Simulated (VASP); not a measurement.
# Al16CN14 (a cell with a defect) (C_N-V_N) in VASP: a series of runs

Runs on Al16CN14 (a cell with a defect) (C_N-V_N). Level: PBE. Tasks: single point.

Program: VASP 6.6.1. These are calculated values, not measurements. Logs are shortened: lines on timing, memory, paths and dates and some standing lists are left out, and cuts for length are marked.

### 1 The cell of the first run

The cell holds a defect, 31 atoms: a = 6.260 Å, b = 6.260 Å, c = 10.035 Å, α = 90.00°, β = 90.00°, γ = 120.00°.

### 2 Single point, PBE

Contents of INCAR:

```
  PREC = Accurate
  ENCUT = 520
  EDIFF = 1E-7
  ISMEAR = 0
  SIGMA = 0.01
  LREAL = Auto
  LASPH = True
  NELM = 60
  ALGO = Normal
  ISIF = 2
  LWAVE = False
  LCHARG = False
  GGA = PE
  NELECT = 120.0
  NBANDS = 82
```

Contents of KPOINTS:

```
Automatic mesh
0
Gamma
  1 1 1
  0.25 0.25 0.25
```

Contents of POSCAR:

```
Al16CN14
1.0
    6.2595139128      0.0000000578      0.0000000000
   -3.1297570064      5.4208980350      0.0000000000
    0.0000000000      0.0000000000     10.0348065929
Al N C
16 14 1
Direct
    0.3468937861      0.2021958098      0.2641041221
    0.1648866261      0.3314408778      0.5039484060
    0.3428252195      0.1805458379      0.7476175651
    0.1611919710      0.3308619469      0.9986909236
    0.3444627860      0.6443242168      0.2666539497
    0.1772710143      0.8390434350      0.5091810745
    0.3416371308      0.6609133712      0.7468907065
    0.1642125376      0.8319986314      0.9351060170
    0.8245546807      0.1625013383      0.2548228702
    0.6812043731      0.3385079405      0.5018931850
    0.8353400008      0.1667379348      0.7519162891
    0.6627097323      0.3282025821      0.9966654282
    0.7859088722      0.6420053457      0.2539551378
    0.6802359920      0.8438421758      0.5019302047
    0.8239205980      0.6613403755      0.7445794332
    0.6621199295      0.8339172219      0.9968016940
    0.3413251925      0.1716494075      0.4440889372
    0.1588789047      0.3286316128      0.1914957025
    0.3307419452      0.1712283414      0.9407931657
    0.1679259986      0.3310847346      0.6904068826
    0.3395641265      0.6722612854      0.4467442117
    0.3305118942      0.6620784792      0.9398450086
    0.1726735281      0.8346585221      0.7065592067
    0.8372956327      0.1706702003      0.4401255144
    0.6535010464      0.3203291788      0.1862555088
    0.8302452073      0.1661432199      0.9412168171
    0.6713959570      0.3311256649      0.6912434427
    0.6525714153      0.8308236527      0.1871708622
    0.8245440116      0.6634251960      0.9419475963
    0.6709310452      0.8354245453      0.6906253991
    0.8518521747      0.6787535827      0.4363424277
```

Potentials or basis: VASP PAW PBE potentials, release 64 (Al, N, C).

On the command line:

```sh
$ cat potpaw_PBE.64/Al/POTCAR potpaw_PBE.64/N/POTCAR potpaw_PBE.64/C/POTCAR > POTCAR
$ mpirun -np 1 vasp_std > vasp.out
```

OUTCAR:

```text
PREC = Accurate
   ENCUT = 520
   EDIFF = 1E-7
   ISMEAR = 0
   LREAL = Auto
   LASPH = True
   NELM = 60
   ISIF = 2
   GGA = PE
   NELECT = 120.0

 ion  position               nearest neighbor table
   1  0.347  0.202  0.264-  17 1.81  25 1.85  18 1.86  13 2.75   5 2.78   2 2.94  10 3.00   9 3.12
                             6 3.15   9 3.15   4 3.17  12 3.19
   2  0.165  0.331  0.504-  20 1.87  24 1.89  17 1.92  21 1.93   5 2.93   1 2.94   7 3.02   3 3.03
                            14 3.04  10 3.05  11 3.06   9 3.11   6 3.12   6 3.14  10 3.21  14 3.22
   3  0.343  0.181  0.748-  20 1.86  27 1.87  23 1.92  19 1.94   8 2.67   7 3.01  15 3.01   6 3.03
                             2 3.03  12 3.04  10 3.07   4 3.10  11 3.13  11 3.13   7 3.25  15 3.25
   4  0.161  0.331  0.999-  19 1.88  26 1.88  22 1.89  18 1.93  11 3.04   7 3.10   3 3.10  12 3.11
                            16 3.12  16 3.14  12 3.15   9 3.15   1 3.17   5 3.19   8 3.19   8 3.20
   5  0.344  0.644  0.267-  21 1.82  28 1.86  18 1.88  13 2.77   1 2.78   2 2.93  14 2.99   6 3.13
                             9 3.13   9 3.14   4 3.19  16 3.21
   6  0.177  0.839  0.509-  21 1.89  31 1.91  17 1.92  23 1.98   7 3.02   3 3.03  15 3.04  10 3.12
                             2 3.12  14 3.13   5 3.13  14 3.13   2 3.14  10 3.14   1 3.15  13 3.33
   7  0.342  0.661  0.747-  30 1.87  20 1.88  23 1.90  22 1.94   8 2.67   3 3.01  15 3.02   2 3.02
                             6 3.02  16 3.05  14 3.07   4 3.10  11 3.13  11 3.13  15 3.24   3 3.25
   8  0.164  0.832  0.935-  22 1.82  19 1.84  29 1.84  23 2.29  15 2.66   3 2.67   7 2.67  16 3.17
                            12 3.17   4 3.19   4 3.20  12 3.21  16 3.21
   9  0.825  0.163  0.255-  24 1.86  25 1.91  18 1.92  28 1.92  14 3.02  10 3.03   2 3.11   1 3.12
                            13 3.13   5 3.13  12 3.14  16 3.14  13 3.14   5 3.14   4 3.15   1 3.15
  10  0.681  0.339  0.502-  24 1.86  27 1.90  17 1.93  31 1.96  13 3.00  15 3.00   1 3.00   9 3.03
                             2 3.05  11 3.07   3 3.07  14 3.09   6 3.12   6 3.14  14 3.17   2 3.21
  11  0.835  0.167  0.752-  27 1.88  30 1.90  26 1.90  20 1.91   4 3.04  16 3.05  12 3.05  14 3.06
                             2 3.06  10 3.07   3 3.13  15 3.13   7 3.13   7 3.13  15 3.13   3 3.13
  12  0.663  0.328  0.997-  26 1.87  19 1.89  29 1.90  25 1.90   3 3.04  11 3.05  16 3.09  13 3.10
                            15 3.11   4 3.11   9 3.14   4 3.15  16 3.17   8 3.17   1 3.19   8 3.21
  13  0.786  0.642  0.254-  31 1.86  28 1.88  25 1.88   1 2.75   5 2.77  10 3.00  14 3.01  12 3.10
                            16 3.10   9 3.13   9 3.14   6 3.33
  14  0.680  0.844  0.502-  24 1.88  30 1.89  21 1.93  31 1.94   5 2.99  13 3.01  15 3.01   9 3.02
                             2 3.04  11 3.06   7 3.07  10 3.09   6 3.13   6 3.13  10 3.17   2 3.22
  15  0.824  0.661  0.745-  30 1.86  27 1.87  23 1.93  29 1.98   8 2.66  10 3.00   3 3.01  14 3.01
                             7 3.02   6 3.04  12 3.11  16 3.11  11 3.13  11 3.13   7 3.24   3 3.25
  16  0.662  0.834  0.997-  26 1.89  22 1.89  29 1.89  28 1.91  11 3.05   7 3.05  12 3.09  13 3.10
                            15 3.11   4 3.12   4 3.14   9 3.14  12 3.17   8 3.17   8 3.21   5 3.21
  17  0.341  0.172  0.444-   1 1.81   6 1.92   2 1.92  10 1.93
  18  0.159  0.329  0.191-   1 1.86   5 1.88   9 1.92   4 1.93
  19  0.331  0.171  0.941-   8 1.84   4 1.88  12 1.89   3 1.94
  20  0.168  0.331  0.690-   3 1.86   2 1.87   7 1.88  11 1.91
  21  0.340  0.672  0.447-   5 1.82   6 1.89  14 1.93   2 1.93
  22  0.331  0.662  0.940-   8 1.82  16 1.89   4 1.89   7 1.94
  23  0.173  0.835  0.707-   7 1.90   3 1.92  15 1.93   6 1.98   8 2.29
  24  0.837  0.171  0.440-   9 1.86  10 1.86  14 1.88   2 1.89
  25  0.654  0.320  0.186-   1 1.85  13 1.88  12 1.90   9 1.91
  26  0.830  0.166  0.941-  12 1.87   4 1.88  16 1.89  11 1.90
  27  0.671  0.331  0.691-  15 1.87   3 1.87  11 1.88  10 1.90
  28  0.653  0.831  0.187-   5 1.86  13 1.88  16 1.91   9 1.92
[... 47 lines left out ...]
   PSTRESS=    0.0 pullay stress
   NELECT =     120.0000    total number of electrons
   NUPDOWN=      -1.0000    fix difference up-down
   EMIN   =  10.00;   EMAX   =-10.00  energy-range for DOS
   EFERMI =   0.00;   METHOD = LEGACY
   ISMEAR =     0;   SIGMA  =   0.01  broadening in eV -4-tet -1-fermi 0-gaus
   EFERMI_NEDOS =   21; number of points for ismear=-14 and -15
   IALGO  =     38    algorithm
   IMIX   =      4    mixing-type and parameters
     AMIX     =   0.40;   BMIX     =  1.00
     AMIX_MAG =   1.60;   BMIX_MAG =  1.00
  volume/ion in A,a.u.               =      10.98        74.12
  Fermi-wavevector in a.u.,A,eV,Ry     =   1.156365  2.185213 18.193440  1.337180
  Thomas-Fermi vector in A             =   2.292986
   LORBIT       =      0    0 simple, 1 ext, 2 COOP (PROOUT), +10 PAW based schemes
   GGA     = PE    functional components
   LHFCALC =     F    Hartree Fock is set to
   AEXX    =    0.0000 exact exchange contribution
   IVDW    =     0    specifies the selected vdW correction
   LEPSILON=     F    determine dielectric tensor
   LRPA    =     F    only Hartree local field effects (RPA)
 non-spin polarized calculation
 Gauss-broadening in eV      SIGMA  =   0.01
  energy-cutoff  :      520.00
  volume of cell :      340.50
 maximum number of plane-waves:      9148
 NGX is ok and might be reduce to    48
   NGX = 23   NGY = 23   NGZ = 37

 number of electron     119.9999996 magnetization

 Free energy of the ion-electron system (eV)
  ---------------------------------------------------
  ext. energy  EPLUGINS =         0.00000000
  ---------------------------------------------------
  free energy    TOTEN  =      -239.21646067 eV

  energy without entropy =     -239.21646067  energy(sigma->0) =     -239.21646067

 E-fermi :   6.2169     XC(G=0): -10.6005

 val. band max:        6.1547969035   @ k =   0.5000   0.2500   0.2500
 cond. band min:       7.3769989235   @ k =   0.5000  -0.2500   0.2500
 fundamental gap:      1.2222020200
 Fermi energy:         6.2168974501

 k-point     1 :       0.2500    0.2500    0.2500
  band No.  band energies     occupation
      1      -8.7869      2.00000
      2      -8.4013      2.00000
      3      -8.2595      2.00000
      4      -8.0345      2.00000
      5      -7.7814      2.00000
      6      -7.7171      2.00000
[... 439 lines left out ...]
     71      12.5661      0.00000
     72      12.6513      0.00000
 [bands above 72 left out]

------------------------ aborting loop because EDIFF is reached ----------------------------------------

  FORCE on cell =-STRESS in cart. coord.  units (eV):
  Direction    XX          YY          ZZ          XY          YZ          ZX
  --------------------------------------------------------------------------------------
  -------------------------------------------------------------------------------------
  Total       -9.2633382    -11.0239449    -10.1135332     -1.6681373      1.7201596      3.2823765
  in kB      -43.5870268    -51.8712554    -47.5874717     -7.8491298      8.0939118     15.4446520
  external PRESSURE =     -47.6819179 kB  Pullay stress =       0.0000000 kB

 VOLUME and BASIS-vectors are now :
 -----------------------------------------------------------------------------
  energy-cutoff  :      520.00
  volume of cell :      340.50
      direct lattice vectors                 reciprocal lattice vectors
     6.259513913  0.000000058  0.000000000     0.159756813  0.092235641  0.000000000
    -3.129757006  5.420898035  0.000000000    -0.000000002  0.184471279  0.000000000
     0.000000000  0.000000000 10.034806593     0.000000000  0.000000000  0.099653141

 POSITION                                       TOTAL-FORCE (eV/Angst)
 -----------------------------------------------------------------------------------
      1.53856      1.09608      2.65023        -0.067274     -0.089330      0.007022
     -0.00522      1.79671      5.05702        -0.109214      0.035926     -0.007094
      1.58085      0.97872      7.50220         0.084455     -0.093997      0.013571
     -0.02653      1.79357     10.02167        -0.092683      0.073912      0.024829
      0.13959      3.49282      2.67582         0.086319     -0.037400     -0.148833
     -1.51637      4.54837      5.10953        -0.105949      0.145822     -0.000839
[... 23 lines left out ...]
      1.58503      4.52875      6.93029        -0.182047      0.091342      0.048248
      3.20785      3.67945      4.37861         0.183259     -0.138090      0.037874
 -----------------------------------------------------------------------------------
    total drift:                               -0.024868     -0.010805     -0.002133

  FREE ENERGIE OF THE ION-ELECTRON SYSTEM (eV)
  ---------------------------------------------------
  free  energy   TOTEN  =      -239.2164606696 eV

  energy  without entropy=     -239.2164606696  energy(sigma->0) =     -239.21646067
```

Wall time 4.6 min (1 thread of Intel Xeon Platinum 8488C (Sapphire Rapids), shared host); peak memory 0.46 GiB.

What came out:

| Quantity | Value |
| --- | --- |
| Free energy | -239.2165 eV |
| Largest force | 0.286 eV/Å |

Forces on the atoms (eV/Å):
```
Al  -0.067 -0.089  0.007
Al  -0.109  0.036 -0.007
Al   0.084 -0.094  0.014
Al  -0.093  0.074  0.025
Al   0.086 -0.037 -0.149
Al  -0.106  0.146 -0.001
Al   0.121 -0.110 -0.016
Al  -0.205  0.099  0.039
Al   0.123 -0.076  0.012
Al  -0.135  0.015  0.001
Al   0.156 -0.060  0.010
Al  -0.124  0.078 -0.036
Al   0.032  0.104 -0.011
Al  -0.129  0.095 -0.020
Al   0.138 -0.058  0.053
Al  -0.104  0.034  0.036
N    0.140 -0.130  0.185
N   -0.086  0.134  0.008
N    0.151 -0.102 -0.054
N   -0.202  0.138  0.018
N    0.164 -0.064 -0.074
N    0.235 -0.136  0.090
N   -0.173  0.098 -0.024
N    0.181 -0.075 -0.030
N   -0.032  0.001  0.006
N    0.159 -0.084  0.005
N   -0.198  0.124 -0.072
N   -0.184  0.032 -0.033
N    0.173 -0.045 -0.067
N   -0.182  0.091  0.048
C    0.183 -0.138  0.038
```

Levels at points of the mesh, in eV from the Fermi level:
```csv
k point,band 58,band 59,band 60,band 61,band 62,band 63
"(0.25, 0.25, 0.25)",-0.74,-0.56,-0.08,1.16,3.41,3.94
```

Caveat: the k points lie up to 1.16 Å⁻¹ apart; the cell carries a net charge on a neutralising background, which shifts energy and pressure; the cell is charged against a uniform background, so pressure and absolute levels hang on convention.

### 3 Single point, PBE, collinear spin

Contents of INCAR:

```
SYSTEM = Al16CN14
  PREC = Accurate
  ENCUT = 520
  EDIFF = 1E-6
  ISMEAR = 0
  SIGMA = 0.01
  LREAL = Auto
  LASPH = .True.
  NELM = 150
  ALGO = Normal
  ISIF = 2
  LWAVE = .False.
  LCHARG = .False.
  ISPIN = 2
  MAGMOM = 0.04 0 0 0 0.01 0 0 0.02 0 0 0 0 0.03 0 0 0 0.03 0.02 0 0 0.01 0 0 0 0.02 0 0 0.04 0.04 0 0
  LORBIT = 11
  NUPDOWN = 1.0
  GGA = PE
  NELECT = 123.0
  NBANDS = 86
```

KPOINTS is that of step 2.

Contents of POSCAR:

```
Al16CN14
1.0
    6.2595139086      0.0000000608      0.0000000000
   -3.1297570086      5.4208980308      0.0000000000
    0.0000000000      0.0000000000     10.0348065900
Al N C
16 14 1
Direct
    0.3446310114      0.1637877386      0.2541679599
    0.1700403992      0.3371967670      0.4979622507
    0.3318806106      0.1640925740      0.7523224947
    0.1632240452      0.3305705607      1.0036252662
    0.3340263134      0.6833390173      0.2491713852
    0.1715141832      0.8389281696      0.4994873761
    0.3324304837      0.6673152952      0.7511206191
    0.1502833635      0.8189853782      1.0100342312
    0.8318458234      0.1652164409      0.2514750853
    0.6743435911      0.3411181963      0.4994881732
    0.8334797618      0.1664087854      0.7493443445
    0.6628859874      0.3294431336      0.9999067976
    0.8305943055      0.6584886431      0.2434406346
    0.6717449676      0.8355234527      0.4972562391
    0.8329993934      0.6664883367      0.7450364296
    0.6633669674      0.8327262073      0.9974995974
    0.3393547375      0.1754868250      0.4427281162
    0.1710100596      0.3319082928      0.1926570627
    0.3229338145      0.1582686676      0.9442154159
    0.1690803427      0.3329623153      0.6907178727
    0.3358657278      0.6729641274      0.4394207025
    0.3266368533      0.6652752442      0.9419177111
    0.1709739115      0.8337616572      0.6923644310
    0.8344210312      0.1702048675      0.4406937149
    0.6674735402      0.3269709567      0.1860011772
    0.8315779578      0.1673890483      0.9388464389
    0.6656546211      0.3287532290      0.6925920294
    0.6694601204      0.8337705217      0.1845612886
    0.8218654075      0.6621330977      0.9354704659
    0.6655433489      0.8327832883      0.6911081944
    0.8421906482      0.6744058297      0.4349841841
```

Potentials or basis: VASP PAW PBE potentials, release 64 (Al, N, C).

On the command line:

```sh
$ cat potpaw_PBE.64/Al/POTCAR potpaw_PBE.64/N/POTCAR potpaw_PBE.64/C/POTCAR > POTCAR
$ mpirun -np 1 vasp_std > vasp.out
```

Run time: 11 min. Hardware: 1 thread of Intel Xeon Platinum 8488C (Sapphire Rapids), shared host; peak memory 0.68 GiB.

It converged, with:

```
Free energy                                           : -216.3964 eV
Largest force                                         : 0.437 eV/Å
Net moment                                            : 1.00 μB per cell
Site moments                                          : Al +0.07, +0.00, -0.00, +0.03, +0.02, +0.05; N +0.02, +0.01, +0.00, -0.00, +0.04, +0.03; C -0.00 μB
Valence electrons inside the program's atomic spheres : Al 0.80, 0.81, 0.76, 0.84, 0.78, 0.82; N 3.85, 3.81, 3.82, 3.84, 3.83, 3.88; C 2.54
```

Forces in eV/Å, atoms in the order of the input:
```
Al  -0.388 -0.033 -0.006
Al  -0.189  0.109 -0.020
Al   0.111 -0.059  0.021
Al  -0.101  0.068  0.127
Al   0.096 -0.271 -0.114
Al  -0.117  0.076  0.016
Al   0.129 -0.071  0.005
Al  -0.106  0.157 -0.021
Al   0.421 -0.116  0.023
Al  -0.111  0.071  0.032
Al   0.129 -0.071  0.008
Al  -0.154  0.009 -0.200
Al   0.004  0.283  0.134
Al  -0.110  0.060  0.037
Al   0.144 -0.082 -0.007
Al  -0.090  0.078  0.076
N    0.246 -0.185  0.062
N   -0.102  0.123  0.073
N    0.249 -0.056 -0.048
N   -0.174  0.076 -0.015
N    0.189 -0.100 -0.004
N    0.160 -0.134 -0.012
N   -0.192  0.107 -0.031
N    0.158 -0.065 -0.007
N   -0.083  0.056 -0.110
N    0.127 -0.113 -0.015
N   -0.194  0.118 -0.026
N   -0.227  0.066  0.019
N    0.225 -0.111  0.032
N   -0.206  0.146  0.001
C    0.157 -0.136 -0.031
```

Caveat: the k points lie up to 1.16 Å⁻¹ apart; the cell carries a net charge on a neutralising background, which shifts energy and pressure; the cell is charged against a uniform background, so pressure and absolute levels hang on convention; the total moment is fixed, so each spin has its own Fermi level.

### 4 Single point, PBE, collinear spin

Contents of INCAR:

```
SYSTEM = Al16CN14
PREC     = Accurate       ! precision mode
ENCUT    = 520            ! plane-wave cutoff, eV
EDIFF    = 1E-7           ! SCF threshold, eV
ISMEAR   = 0              ! smearing method
SIGMA    = 0.01           ! smearing width, eV
LREAL    = Auto         
LASPH    = .True.         ! aspherical terms in the spheres
NELM     = 150            ! most SCF steps
ALGO     = Normal         ! electronic algorithm
ISIF     = 2              ! what is computed and relaxed
LWAVE    = .False.        ! write WAVECAR
LCHARG   = .False.        ! write CHGCAR
ISPIN    = 2              ! spin polarisation
MAGMOM   = 0.02 0 0 0 0.02 0 0 0 0 0 0 0 0.01 0 0 0 0.02 0.02 0.02 0 0.02 0.01 0 0 0.06 0 0 0.02 0.02 0.01 0.07 ! initial moments
LORBIT   = 11             ! projections on sites
NUPDOWN  = 1.0            ! fixed moment
GGA      = PE             ! functional
NBANDS   = 86             ! bands
NELECT   = 121.0
```

KPOINTS is that of step 3.

Contents of POSCAR:

```
Al16CN14
1.0
    6.2595139086      0.0000000608      0.0000000000
   -3.1297570086      5.4208980308      0.0000000000
    0.0000000000      0.0000000000     10.0348065900
Al N C
16 14 1
Direct
    0.3394392768      0.1825269628      0.2579578918
    0.1663457371      0.3320737030      0.5011937716
    0.3390259468      0.1739941728      0.7479734173
    0.1624153174      0.3317189546      1.0005032276
    0.3385191018      0.6578498649      0.2595282925
    0.1731928895      0.8365566206      0.5047938170
    0.3385510989      0.6635258535      0.7474247880
    0.1653547020      0.8326191124      0.9587409945
    0.8274330578      0.1648644765      0.2542849891
    0.6757189298      0.3366920595      0.5016209536
    0.8352303766      0.1668804257      0.7507460271
    0.6648578398      0.3299605847      0.9983695137
    0.7980126211      0.6482757268      0.2550300181
    0.6750201303      0.8392997894      0.5015860651
    0.8299663622      0.6640680790      0.7438014707
    0.6654494674      0.8351823532      0.9978871564
    0.3384471008      0.1698951853      0.4418076271
    0.1620484528      0.3305120469      0.1911138429
    0.3315747292      0.1713828948      0.9411745450
    0.1688269681      0.3316704586      0.6901700463
    0.3373194022      0.6707021874      0.4435440149
    0.3322409351      0.6637566374      0.9402862554
    0.1733814357      0.8345813334      0.7002594599
    0.8348482437      0.1690861150      0.4407083741
    0.6582426834      0.3254348361      0.1866762496
    0.8319861086      0.1676396599      0.9405949274
    0.6695780439      0.3301221971      0.6924665803
    0.6601293092      0.8331245430      0.1866734677
    0.8264745054      0.6641152676      0.9408369455
    0.6696729153      0.8345772258      0.6921789258
    0.8440296411      0.6739773372      0.4396840339
```

On the command line:

```sh
$ cat potpaw_PBE.64/Al/POTCAR potpaw_PBE.64/N/POTCAR potpaw_PBE.64/C/POTCAR > POTCAR
$ mpirun -np 1 vasp_std > vasp.out
```

It took 11 min on 1 thread of Intel Xeon Platinum 8488C (Sapphire Rapids), shared host; peak memory 0.69 GiB.

Results (log left out):

* Free energy: -232.2881 eV
* Largest force: 0.277 eV/Å
* Net moment: 1.00 μB per cell
* Site moments: Al +0.03, +0.00, -0.00, +0.04, +0.01; N +0.01, +0.03, +0.00, -0.00; C +0.07 μB
* Valence electrons inside the program's atomic spheres: Al 0.78, 0.79, 0.81, 0.80, 0.77, 0.83, 0.82; N 3.83, 3.82, 3.85, 3.86; C 2.53

Forces on the atoms (eV/Å):
```
Al  -0.095 -0.072  0.032
Al  -0.122  0.056 -0.017
Al   0.103 -0.089 -0.002
Al  -0.111  0.075  0.042
Al   0.090 -0.049 -0.150
Al  -0.105  0.122 -0.017
Al   0.129 -0.084 -0.014
Al  -0.210  0.071  0.040
Al   0.156 -0.089  0.000
Al  -0.130  0.038 -0.006
Al   0.147 -0.077  0.015
Al  -0.106  0.083 -0.057
Al   0.051  0.135  0.025
Al  -0.113  0.088 -0.001
Al   0.135 -0.058  0.029
Al  -0.103  0.047  0.045
N    0.146 -0.123  0.127
N   -0.062  0.150  0.039
N    0.162 -0.094 -0.042
N   -0.185  0.122  0.013
N    0.161 -0.065 -0.046
N    0.213 -0.158  0.081
N   -0.189  0.112 -0.009
N    0.167 -0.080 -0.017
N    0.039 -0.008 -0.067
N    0.161 -0.092 -0.007
N   -0.205  0.110 -0.038
N   -0.219 -0.004  0.001
N    0.174 -0.031 -0.072
N   -0.206  0.104  0.035
C    0.128 -0.141  0.039
```

Caveat: the k points lie up to 1.16 Å⁻¹ apart; the cell carries a net charge on a neutralising background, which shifts energy and pressure; the cell is charged against a uniform background, so pressure and absolute levels hang on convention; the total moment is fixed, so each spin has its own Fermi level.
